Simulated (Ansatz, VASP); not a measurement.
# One calculation of Hf2WS2, two programs

```xyz
5
Lattice="4.2409 0.0000 0.0000 0.0000 4.2409 0.0000 0.0000 0.0000 6.0439" Properties=species:S:1:pos:R:3 pbc="T T T"
Hf    2.1205    2.1205    3.0220
Hf    0.0000    0.0000    3.0220
W     2.1205    2.1205    0.0000
S     0.0000    2.1205    4.9120
S     2.1205    0.0000    1.1319
```

Alike in both runs: task relaxation of cell and atoms; functional PBE; k mesh 4 × 4 × 4; occupations gaussian, width 0.1 eV; no spin polarisation.

```csv
,VASP,Ansatz
version,VASP 6.6.1,Ansatz 0.2.0
potentials or method,"VASP PAW PBE potentials, release 64 (Hf_pv, W_sv, S), cutoff 600 eV","scalar-relativistic, plane waves, PAW"
valence electrons in the cell,46,78
```

```tsv
	VASP	Ansatz	Ansatz less VASP
gap on the k mesh at the Fermi level, each at its own relaxed structure (eV)	none	none	-
relaxed volume (Å³/atom)	19.69	19.77	+0.079
relaxed length of the cell vector where the two differ most in proportion (Å)	4.128	4.134	+0.0067
```

A gap of «none» marks a metal or a gap that the smearing closes. VASP's potentials hold 46 valence electrons a cell and Ansatz's 78, so a difference there can come from the potentials and not from the codes.

The k mesh is coarse, so the values compare programs but aren't converged. Spin-orbit coupling is off throughout.
